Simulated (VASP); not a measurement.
# Pt (P6_3/mmc) in VASP: further runs

Pt is run at these levels: PBE; tasks: relaxation of shape and atoms at fixed volume, relaxation of cell and atoms.

Everything below comes from runs of VASP 6.6.1. Logs are shortened: lines on timing, memory, paths and dates and some standing lists are left out, and cuts for length are marked.

### 1 The cell of the first run

It takes space group P6_3/mmc (No. 194, hexagonal). Conventional cell: a = 2.756 Å, b = 2.756 Å, c = 4.707 Å, α = 90.00°, β = 90.00°, γ = 120.00°. Within 3.6 Å of Pt (site symmetry -6m2) lie 12 Pt at 2.76 to 2.84 Å.

This isn't the form of Pt at room conditions, which is fcc.

### 2 Relaxation of shape and atoms at fixed volume, PBE (15.48 Å³/atom)

Input file INCAR:

```
ALGO = Fast ; EDIFF = 1E-6
EDIFFG = -0.001 ; ENCUT = 600
GGA = PE ; IBRION = 2
ISIF = 4 ; ISMEAR = -1
LASPH = True ; LCHARG = False
LREAL = False ; LWAVE = False
NELM = 100 ; NSW = 80
PREC = Accurate ; SIGMA = 0.15
```

Input file KPOINTS:

```
k-points
0
Gamma
  18 18 10
```

Input file POSCAR:

```
Pt
1.0
    2.7557475214      0.0000000000      0.0000000000
   -1.3778737607      2.3865473599      0.0000000000
    0.0000000000      0.0000000000      4.7070197963
Pt
2
Direct
    0.6666666667      0.3333333333      0.7500000000
    0.3333333333      0.6666666667      0.2500000000
```

Potentials or basis: VASP PAW PBE potentials, release 64 (Pt).

On the command line:

```
$ cat potpaw_PBE.64/Pt/POTCAR > POTCAR
$ mpirun -np 1 vasp_std > vasp.out
```

OUTCAR:

```text
EDIFF = 1E-6
   EDIFFG = -0.001
   ENCUT = 600
   GGA = PE
   IBRION = 2
   ISIF = 4
   ISMEAR = -1
   LASPH = True
   LREAL = False
   NELM = 100
   NSW = 80
   PREC = Accurate

 ion  position               nearest neighbor table
   1  0.667  0.333  0.750-   2 2.84   2 2.84   2 2.84   2 2.84   2 2.84   2 2.84
   2  0.333  0.667  0.250-   1 2.84   1 2.84   1 2.84   1 2.84   1 2.84   1 2.84

  LATTYP: Found a hexagonal cell.
 ALAT       =     2.7557475214
 C/A-ratio  =     1.7080736750

  Lattice vectors:

 A1 = (   2.7557475214,   0.0000000000,   0.0000000000)
 A2 = (  -1.3778737607,   2.3865473599,   0.0000000000)
 A3 = (   0.0000000000,   0.0000000000,   4.7070197963)

Analysis of symmetry for initial positions (statically):
=====================================================================
 Subroutine PRICEL returns:
 Original cell was already a primitive cell.

 Routine SETGRP: Setting up the symmetry group for a
 hexagonal supercell.

 Subroutine GETGRP returns: Found 24 space group operations
 (whereof 12 operations were pure point group operations)
 out of a pool of 24 trial point group operations.

The static configuration has the point symmetry D_3d.
 The point group associated with its full space group is D_6h.

Analysis of symmetry for dynamics (positions and initial velocities):
=====================================================================
 Subroutine PRICEL returns:
 Original cell was already a primitive cell.

 Routine SETGRP: Setting up the symmetry group for a
 hexagonal supercell.

 Subroutine GETGRP returns: Found 24 space group operations
 (whereof 12 operations were pure point group operations)
 out of a pool of 24 trial point group operations.

The dynamic configuration has the point symmetry D_3d.
 The point group associated with its full space group is D_6h.

 Subroutine INISYM returns: Found 24 space group operations
 (whereof 12 operations are pure point group operations),
 and found     1 'primitive' translations

----------------------------------------------------------------------------------------

                                     Primitive cell

  volume of cell :      30.9568

  direct lattice vectors                    reciprocal lattice vectors
     2.755747521  0.000000000  0.000000000     0.362877946  0.209507680  0.000000000
    -1.377873761  2.386547360  0.000000000     0.000000000  0.419015360  0.000000000
     0.000000000  0.000000000  4.707019796     0.000000000  0.000000000  0.212448650

  length of vectors
     2.755747521  2.755747521  4.707019796     0.419015360  0.419015360  0.212448650

  position of ions in fractional coordinates (direct lattice)
     0.666666667  0.333333333  0.750000000
     0.333333333  0.666666667  0.250000000

  ion indices of the primitive-cell ions
   primitive index   ion index
                 1           1
                 2           2

----------------------------------------------------------------------------------------

 KPOINTS: k-points

Automatic generation of k-mesh.
 Grid dimensions read from file:
 generate k-points for:   18   18   10

 Generating k-lattice:

  Cartesian coordinates                     Fractional coordinates (reciprocal lattice)
     0.020159886  0.011639316  0.000000000     0.055555556  0.000000000  0.000000000
     0.000000000  0.023278631  0.000000000     0.000000000  0.055555556  0.000000000
     0.000000000  0.000000000  0.021244865     0.000000000  0.000000000  0.100000000

  Length of vectors
     0.023278631  0.023278631  0.021244865

  Shift w.r.t. Gamma in fractional coordinates (k-lattice)
     0.000000000  0.000000000  0.000000000

 Subroutine IBZKPT returns following result:
 ===========================================

 Found    222 irreducible k-points:

 Following reciprocal coordinates:
            Coordinates               Weight
  0.000000  0.000000  0.000000      1.000000
  0.055556  0.000000  0.000000      6.000000
  0.111111  0.000000  0.000000      6.000000
  0.166667 -0.000000  0.000000      6.000000
  0.222222  0.000000  0.000000      6.000000
  0.277778  0.000000  0.000000      6.000000
[... 16 lines left out ...]
  0.333333  0.111111  0.000000     12.000000
  0.388889  0.111111  0.000000     12.000000
 [... further k-points ...]
   k-points           NKPTS =    222   k-points in BZ     NKDIM =    222   number of bands    NBANDS=     14
   number of dos      NEDOS =    301   number of ions     NIONS =      2
   total plane-waves  NPLWV =  23040
   dimension x,y,z NGX =    24 NGY =   24 NGZ =   40
   dimension x,y,z NGXF=    48 NGYF=   48 NGZF=   80
   ions per type =               2
   NGX,Y,Z   is equivalent  to a cutoff of  14.48, 14.48, 14.13 a.u.
   NGXF,Y,Z  is equivalent  to a cutoff of  28.96, 28.96, 28.25 a.u.
 SYSTEM =  unknown system
   PREC   = accura    normal or accurate (medium, high low for compatibility)
   ISTART =      0    job   : 0-new  1-cont  2-samecut
   ICHARG =      2    charge: 1-file 2-atom 10-const
   ISPIN  =      1    spin polarized calculation?
   LNONCOLLINEAR =      F non collinear calculations
   LSORBIT =      F    spin-orbit coupling
   LASPH  =      T    aspherical Exc in radial PAW
   ENCUT  =  600.0 eV  44.10 Ry    6.64 a.u.   5.50  5.50  9.40*2*pi/ulx,y,z
   NELM   =    100;   NELMIN=  2; NELMDL= -5     # of ELM steps
   EDIFF  = 0.1E-05   stopping-criterion for ELM
   LREAL  =      F    real-space projection
   EDIFFG = -.1E-02   stopping-criterion for IOM
   NSW    =     80    number of steps for IOM
   IBRION =      2    ionic relax: 0-MD 1-quasi-New 2-CG
   NFREE  =      1    steps in history (QN), initial steepest desc. (CG)
   ISIF   =      4    stress and relaxation
   ISYM   =      2    0-nonsym 1-usesym 2-fastsym
   POTIM  = 0.5000    time-step for ionic-motion
   TEBEG  =    0.0;   TEEND  =   0.0 temperature during run
   PSTRESS=    0.0 pullay stress
   NELECT =      20.0000    total number of electrons
   NUPDOWN=      -1.0000    fix difference up-down
   EMIN   =  10.00;   EMAX   =-10.00  energy-range for DOS
   EFERMI =   0.00;   METHOD = LEGACY
   ISMEAR =    -1;   SIGMA  =   0.15  broadening in eV -4-tet -1-fermi 0-gaus
   EFERMI_NEDOS =   21; number of points for ismear=-14 and -15
   IALGO  =     68    algorithm
   IMIX   =      4    mixing-type and parameters
     AMIX     =   0.40;   BMIX     =  1.00
     AMIX_MAG =   1.60;   BMIX_MAG =  1.00
  volume/ion in A,a.u.               =      15.48       104.45
  Fermi-wavevector in a.u.,A,eV,Ry     =   1.415249  2.674434 27.251531  2.002931
  Thomas-Fermi vector in A             =   2.536707
   LORBIT       =      0    0 simple, 1 ext, 2 COOP (PROOUT), +10 PAW based schemes
   GGA     = PE    functional components
   LHFCALC =     F    Hartree Fock is set to
   AEXX    =    0.0000 exact exchange contribution
   IVDW    =     0    specifies the selected vdW correction
   LEPSILON=     F    determine dielectric tensor
   LRPA    =     F    only Hartree local field effects (RPA)
 conjugate gradient relaxation of ions
 non-spin polarized calculation
 RMM-DIIS sequential band-by-band and
  energy-cutoff  :      600.00
  volume of cell :       30.96
 maximum number of plane-waves:      1062
 NGX is ok and might be reduce to    24
   NGX = 11   NGY = 11   NGZ = 19

--------------------------------------- Ionic step        1  -------------------------------------------

 number of electron      20.0000001 magnetization

 Free energy of the ion-electron system (eV)
  ---------------------------------------------------
  ext. energy  EPLUGINS =         0.00000000
  ---------------------------------------------------
  free energy    TOTEN  =       -12.20369135 eV

  energy without entropy =      -11.96724354  energy(sigma->0) =      -12.08546745

------------------------ aborting loop because EDIFF is reached ----------------------------------------

  FORCE on cell =-STRESS in cart. coord.  units (eV):
  Direction    XX          YY          ZZ          XY          YZ          ZX
  --------------------------------------------------------------------------------------
  -------------------------------------------------------------------------------------
  Total        0.9364095      0.9364095      0.8455906      0.0000000     -0.0000000      0.0000000
  in kB       48.4641826     48.4641826     43.7638220      0.0000000     -0.0000000      0.0000000
  external PRESSURE =      46.8973957 kB  Pullay stress =       0.0000000 kB
[... 129 lines left out ...]
  energy  without entropy=      -11.9660664864  energy(sigma->0) =      -12.08491554

--------------------------------------- Ionic step        5  -------------------------------------------

 number of electron      20.0000001 magnetization

 Free energy of the ion-electron system (eV)
  ---------------------------------------------------
  ext. energy  EPLUGINS =         0.00000000
  ---------------------------------------------------
  free energy    TOTEN  =       -12.20376605 eV

  energy without entropy =      -11.96619934  energy(sigma->0) =      -12.08498270

 E-fermi :  10.7776     XC(G=0): -13.3318

 val. band max:       10.7768331082   @ k =   0.3889   0.0000   0.3000
 cond. band min:      10.7808600549   @ k =   0.3333   0.1667   0.5000
 fundamental gap:      0.0040269467
 Fermi energy:        10.7776206530

 k-point     1 :       0.0000    0.0000    0.0000
  band No.  band energies     occupation
      1       0.8432      2.00000
      2       3.5768      2.00000
      3       6.8204      2.00000
      4       7.2465      2.00000
      5       7.2465      2.00000
      6       7.6547      2.00000
      7       7.6547      2.00000
      8       8.7567      2.00000
      9       8.7567      2.00000
     10      10.0733      1.98189
     11      10.4996      1.72903
     12      10.4996      1.72903
     13      15.7954      0.00000
     14      25.7480      0.00000
[... 375 lines left out ...]
 k-point    24 :       0.3889    0.1111    0.0000
  band No.  band energies     occupation
      1       4.5300      2.00000
      2       4.6159      2.00000
      3       5.0207      2.00000
      4       7.1894      2.00000
      5       7.3811      2.00000
      6       7.4559      2.00000
      7       7.8206      2.00000
      8      10.3559      1.88657
      9      10.6076      1.51292
     10      10.8267      0.83792
     11      12.7307      0.00000
     12      15.8840      0.00000
     13      17.8467      0.00000
     14      20.0228      0.00000

 [... further k-points ...]

------------------------ aborting loop because EDIFF is reached ----------------------------------------

  FORCE on cell =-STRESS in cart. coord.  units (eV):
  Direction    XX          YY          ZZ          XY          YZ          ZX
  --------------------------------------------------------------------------------------
  -------------------------------------------------------------------------------------
  Total        0.9048319      0.9048319      0.9073645      0.0000000      0.0000000      0.0000000
  in kB       46.8298708     46.8298708     46.9609480      0.0000000      0.0000000      0.0000000
  external PRESSURE =      46.8735632 kB  Pullay stress =       0.0000000 kB
[... 17 lines left out ...]
  FREE ENERGIE OF THE ION-ELECTRON SYSTEM (eV)
  ---------------------------------------------------
  free  energy   TOTEN  =       -12.2037660529 eV

  energy  without entropy=      -11.9661993428  energy(sigma->0) =      -12.08498270

 reached required accuracy - stopping structural energy minimisation
```

It took 4.7 min on 1 thread of Intel Xeon 8259CL, shared host; peak memory 0.24 GiB.

What came out:

```yaml
Free_energy: -12.2038 eV
Energy_gained_by_relaxing: 0.0 meV/atom
Ionic_steps: 5
Pressure_after_relaxing: 4.7 GPa
Band_gap_on_the_k_mesh: zero (bands 10 and 11 overlap by 1.31 eV)
```

Final structure:
```xyz
2
Lattice="2.7581 0.0000 0.0000 -1.3790 2.3885 0.0000 0.0000 0.0000 4.6991" Properties=species:S:1:pos:R:3 pbc="T T T"
Pt    1.3790    0.7962    3.5243
Pt    0.0000    1.5924    1.1748
```

Levels at points of the mesh, in eV from the Fermi level:
```
           k point  band 8  band 9  band 10  band 11  band 12  band 13
(0.00, 0.00, 0.00)   -2.02   -2.02    -0.70    -0.28    -0.28     5.02
(0.50, 0.00, 0.00)    0.03    0.20     0.44     2.25     3.73     7.40
(0.00, 0.00, 0.50)   -3.55   -0.88    -0.88    -0.88    -0.88    12.42
(0.50, 0.00, 0.50)   -0.93    0.34     0.34     1.67     1.67     6.51
```

Caveat: spin-orbit coupling is left out, which moves the levels of the heavy elements.

### 3 Relaxation of cell and atoms, PBE

This run uses another cell than the first one, of 15.75 Å³/atom.

Input file INCAR:

```
SYSTEM = Pt
PREC = Accurate
ENCUT = 600
EDIFF = 1E-7
ISMEAR = -1
SIGMA = 0.15
LREAL = .FALSE.
LASPH = .TRUE.
NELM = 60
ALGO = Fast
ISIF = 3
LWAVE = .FALSE.
LCHARG = .FALSE.
GGA = PE
IBRION = 2
NSW = 80
EDIFFG = -0.001
```

Input file KPOINTS:

```
Automatic mesh
0
G
  18 18 10
  0 0 0
```

Input file POSCAR:

```
Pt
1.0
    2.7585395942      0.0000000000      0.0000000000
   -1.3792697971      2.3889653659      0.0000000000
    0.0000000000      0.0000000000      4.7813830595
Pt
2
Direct
    0.6666666667      0.3333333333      0.7500000000
    0.3333333333      0.6666666667      0.2500000000
```

Potentials or basis: VASP PAW PBE potentials, release 64 (Pt).

On the command line:

```
$ cat potpaw_PBE.64/Pt/POTCAR > POTCAR
$ mpirun -np 1 vasp_std > vasp.out
```

Run time: 11 min. Hardware: 1 thread of Intel Xeon 8259CL, shared host; peak memory 0.25 GiB.

Results (log left out):

```yaml
Free_energy: -12.2122 eV
Relaxed_volume: 15.77 Å³/atom
Relaxed_cell: a = 2.773 Å, b = 2.773 Å, c = 4.734 Å, α = 90.00°, β = 90.00°, γ = 120.00°
Space_group_after_relaxing_to_0.1_Å: P6_3/mmc (No. 194)
Energy_gained_by_relaxing: 1.4 meV/atom
Ionic_steps: 15
Pressure_after_relaxing: 0.0 GPa
Band_gap_on_the_k_mesh: zero (bands 10 and 11 overlap by 1.27 eV)
```

Step by step:
| step | energy change (eV) | largest force (eV/Å) | pressure (GPa) | volume (Å³) |
| --- | --- | --- | --- | --- |
| 1 | 0.0000 | 0.0000 | 0.48 | 31.51 |
| 2 | -0.0019 | 0.0000 | -1.35 | 31.72 |
| 3 | -0.0021 | 0.0000 | -0.98 | 31.68 |
| 4 | -0.0018 | 0.0000 | 1.25 | 31.37 |
| 5 | -0.0027 | 0.0000 | 0.02 | 31.54 |
| 6 | -0.0027 | 0.0000 | 0.01 | 31.54 |
| 7 | -0.0027 | 0.0000 | -0.01 | 31.54 |
| 8 | -0.0027 | 0.0000 | -0.02 | 31.54 |
| 9 | -0.0027 | 0.0000 | -0.02 | 31.54 |
| 10 | -0.0027 | 0.0000 | -0.01 | 31.54 |
| 11 | -0.0027 | 0.0000 | -0.01 | 31.54 |
| 12 | -0.0027 | 0.0000 | -0.01 | 31.54 |
| 13 | -0.0027 | 0.0000 | -0.01 | 31.54 |
| 14 | -0.0027 | 0.0000 | -0.01 | 31.54 |
| 15 | -0.0027 | 0.0000 | 0.00 | 31.54 |

Final structure:
```yaml
crystal:
  lattice:
    - [2.77344, 0.00000, 0.00000]
    - [-1.38672, 2.40187, 0.00000]
    - [0.00000, 0.00000, 4.73443]
  atoms:
    - { symbol: Pt, position: [0.66667, 0.33333, 0.75000] }
    - { symbol: Pt, position: [0.33333, 0.66667, 0.25000] }
```

Levels at points of the mesh, in eV from the Fermi level:
| k point | band 8 | band 9 | band 10 | band 11 | band 12 | band 13 |
| --- | --- | --- | --- | --- | --- | --- |
| (0.00, 0.00, 0.00) | -1.95 | -1.95 | -0.64 | -0.27 | -0.27 | 4.87 |
| (0.50, 0.00, 0.00) | 0.01 | 0.20 | 0.42 | 2.21 | 3.67 | 7.30 |
| (0.00, 0.00, 0.50) | -3.44 | -0.85 | -0.85 | -0.85 | -0.85 | 12.25 |
| (0.50, 0.00, 0.50) | -0.88 | 0.33 | 0.33 | 1.68 | 1.68 | 6.38 |

Caveat: spin-orbit coupling is left out, which moves the levels of the heavy elements.

(Continued in part 2 of 2.)
